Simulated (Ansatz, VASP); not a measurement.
# One calculation of Al, two programs

Contents of INCAR:

```
ALGO     = Normal         # electronic algorithm
EDIFF    = 1E-6           # SCF threshold, eV
ENCUT    = 520            # plane-wave cutoff, eV
GGA      = PS             # functional
ISIF     = 2              # what is computed and relaxed
ISMEAR   = -1             # smearing method
LASPH    = True           # aspherical terms in the spheres
LCHARG   = False          # write CHGCAR
LREAL    = False          # projectors in reciprocal space
LWAVE    = False          # write WAVECAR
NBANDS   = 14             # bands
NELM     = 80             # most SCF steps
PREC     = Accurate       # precision mode
SIGMA    = 0.1            # smearing width, eV
```

KPOINTS

```
k-points
0
Gamma
  9 9 3
```

POSCAR

```
Al
1.0
    2.7791511821      0.0000000000      0.0000000000
   -1.3895760826      2.4068160157      0.0000000000
    0.0000000000      0.0000000000      9.0302681196
Al
4
Direct
    0.0000000000      0.0000000000      0.0000000000
    0.3333333333      0.6666666667      0.2500000000
    0.0000000000      0.0000000000      0.5000000000
    0.6666666667      0.3333333333      0.7500000000
```

Input for Ansatz:

```yaml
crystal:
  lattice:
    - [2.779151182096718, 0.0, 0.0]
    - [-1.3895760825721453, 2.406816015730105, 0.0]
    - [0.0, 0.0, 9.03026811957445]
  atoms:
    - { symbol: Al, position: [0.0, 0.0, 0.0] }
    - { symbol: Al, position: [0.3333333333333333, 0.6666666666666666, 0.25] }
    - { symbol: Al, position: [0.0, 0.0, 0.5] }
    - { symbol: Al, position: [0.6666666666666666, 0.3333333333333333, 0.75] }
basis:
  ecutwfc: 470.0
kpoints:
  mp_grid:
    grid: [9, 9, 3]
hamiltonian:
  xc: pbesol
  pseudopotentials:
    kind: paw
scf:
  occupations:
    method: fermi_dirac
output:
  stress: true
```

Alike in both runs: task single point; functional PBEsol; k mesh 9 × 9 × 3; no spin polarisation.

```csv
,VASP,Ansatz
version,VASP 6.6.1,Ansatz 0.2.0
potentials or method,"VASP PAW PBE potentials, release 64 (Al), cutoff 520 eV","plane waves, PAW"
occupations,"fermi-dirac, width 0.1 eV",fermi-dirac
valence electrons in the cell,12,12
```

Ansatz gave:

```
pressure (GPa)                                                : 6.8
traceless stress, the component that is largest in VASP (GPa) : 1.94
```

Q: Which values does VASP return?

A: Pressure (GPa): 6.9; traceless stress, the component that is largest in VASP (GPa): 1.94.

VASP's potentials were made for PBE, not for PBEsol.
